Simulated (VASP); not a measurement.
# KF (R-3m) in VASP: further runs, part 2 of 2

VASP 6.6.1. The steps go on from the part before.

### Step 4. Single point, PBE (20.23 Å³/atom)

The input, INCAR:

```
PREC = Accurate ; ENCUT = 520
EDIFF = 1E-6 ; ISMEAR = 0
SIGMA = 0.05 ; LREAL = F
LASPH = T ; NELM = 80
ALGO = Normal ; ISIF = 2
LWAVE = F ; LCHARG = T
GGA = PE ; LELF = T
LVHAR = T ; NBANDS = 15
```

The input, KPOINTS:

```
Automatic mesh
0
Gamma
  8 8 8
```

The input, POSCAR:

```
KF
1.0
    0.0585916499      2.7545264634      2.7545264634
    2.7545264634      0.0585916499      2.7545264634
    2.7545264634      2.7545264634      0.0585916499
K F
1 1
Direct
    0.0000000000      0.0000000000      0.0000000000
    0.5000000000      0.5000000000      0.5000000000
```

Potentials or basis: VASP PAW PBE potentials, release 64 (K_sv, F).

Run with:

```
$ cat potpaw_PBE.64/K_sv/POTCAR potpaw_PBE.64/F/POTCAR > POTCAR
$ mpirun -np 1 vasp_std > vasp.out
```

OUTCAR:

```text
PREC = Accurate
   ENCUT = 520
   EDIFF = 1E-6
   ISMEAR = 0
   LREAL = F
   LASPH = T
   NELM = 80
   ISIF = 2
   GGA = PE

 ion  position               nearest neighbor table
   1  0.000  0.000  0.000-   2 2.73   2 2.73   2 2.73   2 2.73   2 2.73   2 2.73
   2  0.500  0.500  0.500-   1 2.73   1 2.73   1 2.73   1 2.73   1 2.73   1 2.73

  LATTYP: Found a trigonal (rhomboedric) cell.
 ALAT       =     3.8959292931
 COS(alpha) =     0.5211531429

  Lattice vectors:

 A1 = (   0.0585916499,   2.7545264634,   2.7545264634)
 A2 = (   2.7545264634,   0.0585916499,   2.7545264634)
 A3 = (   2.7545264634,   2.7545264634,   0.0585916499)

Analysis of symmetry for initial positions (statically):
=====================================================================
 Subroutine PRICEL returns:
 Original cell was already a primitive cell.

 Routine SETGRP: Setting up the symmetry group for a
 trigonal (rhombohedral) supercell.

 Subroutine GETGRP returns: Found 12 space group operations
 (whereof 12 operations were pure point group operations)
[... 177 lines left out ...]
      4     -12.5505      2.00000
      5     -12.5505      2.00000
      6      -2.9725      2.00000
      7      -2.9390      2.00000
      8      -2.9390      2.00000
      9       2.9115      0.00000
     10       7.3609      0.00000
     11       7.6519      0.00000
     12       7.6519      0.00000
     13       9.1594      0.00000
     14       9.1594      0.00000
[... 401 lines left out ...]
      2     -21.6140      2.00000
      3     -12.7135      2.00000
      4     -12.6310      2.00000
      5     -12.5671      2.00000
      6      -3.4619      2.00000
      7      -3.1722      2.00000
      8      -3.0911      2.00000
      9       4.9641      0.00000
     10       6.7600      0.00000
     11       8.4105      0.00000
     12       8.6102      0.00000
     13       9.8451      0.00000
     14      10.1719      0.00000
     15      14.4547      0.00000

 [... further k-points ...]

------------------------ aborting loop because EDIFF is reached ----------------------------------------

  FORCE on cell =-STRESS in cart. coord.  units (eV):
  Direction    XX          YY          ZZ          XY          YZ          ZX
  --------------------------------------------------------------------------------------
  -------------------------------------------------------------------------------------
  Total       -0.1163377     -0.1163377     -0.1163377     -0.0783863     -0.0783863     -0.0783863
  in kB       -4.6061805     -4.6061805     -4.6061805     -3.1035643     -3.1035643     -3.1035643
  external PRESSURE =      -4.6061805 kB  Pullay stress =       0.0000000 kB

 VOLUME and BASIS-vectors are now :
 -----------------------------------------------------------------------------
  energy-cutoff  :      520.00
  volume of cell :       40.47
      direct lattice vectors                 reciprocal lattice vectors
     0.058591650  2.754526463  2.754526463    -0.187416178  0.183512672  0.183512672
     2.754526463  0.058591650  2.754526463     0.183512672 -0.187416178  0.183512672
     2.754526463  2.754526463  0.058591650     0.183512672  0.183512672 -0.187416178

 POSITION                                       TOTAL-FORCE (eV/Angst)
 -----------------------------------------------------------------------------------
      0.00000      0.00000      0.00000         0.000000      0.000000      0.000000
      2.78382      2.78382      2.78382        -0.000000     -0.000000     -0.000000
 -----------------------------------------------------------------------------------
    total drift:                                0.000000      0.000000      0.000000

  FREE ENERGIE OF THE ION-ELECTRON SYSTEM (eV)
  ---------------------------------------------------
  free  energy   TOTEN  =        -8.2966870332 eV

  energy  without entropy=       -8.2966870332  energy(sigma->0) =       -8.29668703
```

It took 51 s on 1 thread of Intel Xeon Platinum 8259CL at 2.50GHz (Skylake/Cascade Lake), shared host; peak memory 0.18 GiB.

What came out:

| Property | Result |
| --- | --- |
| Free energy | -8.2967 eV |
| Pressure | -0.5 GPa |
| Band gap on the k mesh | 5.85 eV |

A k mesh can miss the band edges.

### Step 5. Single point, PBE (20.23 Å³/atom)

The input, INCAR:

```
SYSTEM = KF
ALGO = Normal ; EDIFF = 1E-6
ENCUT = 520 ; GGA = PE
ISIF = 2 ; ISMEAR = 0
LASPH = .True. ; LCHARG = .True.
LELF = .True. ; LREAL = .False.
LVHAR = .True. ; LWAVE = .False.
NBANDS = 15 ; NELM = 60
PREC = Accurate ; SIGMA = 0.05
```

The input, KPOINTS:

```
k-points
0
Gamma
  8 8 8
  0 0 0
```

The input, POSCAR:

```
KF
1.0
   -0.0580226630      2.6962176687      2.6962176687
    2.6962176687     -0.0580226630      2.6962176687
    2.6962176687      2.6962176687     -0.0580226630
K F
1 1
Direct
    0.0000000000      0.0000000000      0.0000000000
    0.5000000000      0.5000000000      0.5000000000
```

Run with:

```
$ cat potpaw_PBE.64/K_sv/POTCAR potpaw_PBE.64/F/POTCAR > POTCAR
$ mpirun -np 1 vasp_std > vasp.out
```

Wall time 38 s (1 thread of Intel Xeon Platinum 8259CL at 2.50GHz (Skylake/Cascade Lake), shared host); peak memory 0.18 GiB.

The run converged. Its results:

```yaml
Free_energy: -8.2969 eV
Pressure: -0.5 GPa
Band_gap_on_the_k_mesh: 5.84 eV
```

Stress tensor (GPa, compression positive):
```
-0.46  0.27  0.27
 0.27 -0.46  0.27
 0.27  0.27 -0.46
```

Levels at points of the mesh, in eV from the valence-band top:
| k point | band 5 | band 6 | band 7 | band 8 | band 9 | band 10 | band 11 | band 12 |
| --- | --- | --- | --- | --- | --- | --- | --- | --- |
| (0.00, 0.00, 0.00) | -9.62 | -0.03 | -0.03 | 0.00 | 5.84 | 10.38 | 10.38 | 10.70 |
| (0.50, 0.00, 0.00) | -9.65 | -0.75 | -0.33 | -0.29 | 8.76 | 10.12 | 11.61 | 11.90 |
| (0.50, 0.50, 0.00) | -9.79 | -0.26 | -0.10 | -0.08 | 8.12 | 9.95 | 11.33 | 13.26 |
| (0.50, 0.50, 0.50) | -9.67 | -0.75 | -0.36 | -0.36 | 8.87 | 10.24 | 11.80 | 11.80 |

### Step 6. Overview

| cell | gap on the mesh (eV) | pressure (GPa) |
| --- | --- | --- |
| a = 3.833 Å, angles 60.7°, 2 atoms | 5.86 | -0.4 |
| a = 3.875 Å, angles 59.3°, 2 atoms | 5.86 | -0.4 |
| a = 3.896 Å, angles 58.6°, 2 atoms | 5.85 | -0.5 |
| a = 3.813 Å, angles 61.4°, 2 atoms | 5.84 | -0.5 |

Alike in all rows: task single point; level PBE; potentials or basis VASP PAW PBE potentials, release 64 (K_sv, F); no spin polarisation; k mesh 8 × 8 × 8; cutoff (eV) 520; smearing gaussian 0.05 eV.

Absolute energies hang on the potentials; compare differences alone.
